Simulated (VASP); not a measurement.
Input of a VASP 6.6.1 run:

Contents of INCAR:

```
SYSTEM = LaHfO
PREC = Accurate
ENCUT = 520
EDIFF = 1E-7
ISMEAR = 0
SIGMA = 0.1
LREAL = .FALSE.
LASPH = .TRUE.
NELM = 60
ALGO = Normal
ISIF = 2
LWAVE = .FALSE.
LCHARG = .FALSE.
GGA = PE
NBANDS = 36
```

File KPOINTS:

```
Automatic mesh
0
G
  6 6 8
  0 0 0
```

The input POSCAR:

```
LaHfO
1.0
    3.6485453393     -4.2118528097      0.0000000000
    3.6485453393      4.2118528097      0.0000000000
    0.0000000000      0.0000000000      3.5230632188
La Hf O
2 2 2
Direct
    0.2679533394      0.7320466606      0.0000000000
    0.7320466606      0.2679533394      0.0000000000
    0.7846199218      0.7846199218      0.5000000000
    0.2153800782      0.2153800782      0.5000000000
    0.0000000000      0.5000000000      0.5000000000
    0.5000000000      0.0000000000      0.5000000000
```

Potentials or basis: VASP PAW PBE potentials, release 64 (La, Hf_pv, O).

The run is started by

```sh
$ cat potpaw_PBE.64/La/POTCAR potpaw_PBE.64/Hf_pv/POTCAR potpaw_PBE.64/O/POTCAR > POTCAR
$ mpirun -np 1 vasp_std > vasp.out
```

Task: What does it give for the largest force?

Result: 0.017 eV/Å.

Task: Predict the band gap on the k mesh.

Result: Zero (bands 27 and 28 overlap by 1.08 eV).

Stress tensor (GPa, compression positive):
```
10.96  0.00  0.00
 0.00  9.79  0.00
 0.00  0.00 10.99
```

Caveat: the cell stands under pressure; spin-orbit coupling is left out, which moves the levels of the heavy elements.
